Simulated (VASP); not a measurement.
MoS2, 3 atoms in the cell. Symmetry: R3m, No. 160, trigonal system. The conventional cell has a = 3.195 Å, b = 3.195 Å, c = 18.370 Å, α = 90.00°, β = 90.00°, γ = 120.00°. Mo (site symmetry 3m) has 6 S at 2.38 Å and 6 Mo at 3.19 Å within 3.2 Å. S (site symmetry 3m) has 3 Mo at 2.38 Å and 7 S at 3.00 to 3.19 Å within 3.2 Å. S (site symmetry 3m) has 3 Mo at 2.38 Å and 7 S at 3.00 to 3.19 Å within 3.2 Å.  This cell differs from its parent crystal: equal xx and yy strain of +1 %.

```yaml
Program: VASP 6.6.1
Task: electric field gradients
Functional: LDA
Potentials_or_basis: VASP PAW LDA potentials, release 64 (Mo_sv, S)
Cutoff: 520 eV
k_mesh: 15 × 15 × 15
Occupations: fermi-dirac, width 0.05 eV
Spin: no spin polarisation
Dipole_correction: no
Further_INCAR_settings: ALGO = Normal; EDIFF = 1e-08; NBANDS = 20
```

Potentials or basis: VASP PAW LDA potentials, release 64 (Mo_sv, S).

Command:

```bash
$ cat potpaw_LDA.64/Mo_sv/POTCAR potpaw_LDA.64/S/POTCAR > POTCAR
$ mpirun -np 1 vasp_std > vasp.out
```

Hardware: 1 thread of Intel(R) Xeon(R) Platinum 8488C (Sapphire Rapids), on a shared host.

**Question.** How long does it take, and how much memory?

**Answer.** Run time: 16 min on 1 thread of Intel(R) Xeon(R) Platinum 8488C (Sapphire Rapids) (shared host), peak memory 0.51 GiB. Counts: scf iterations 16, k points 344.
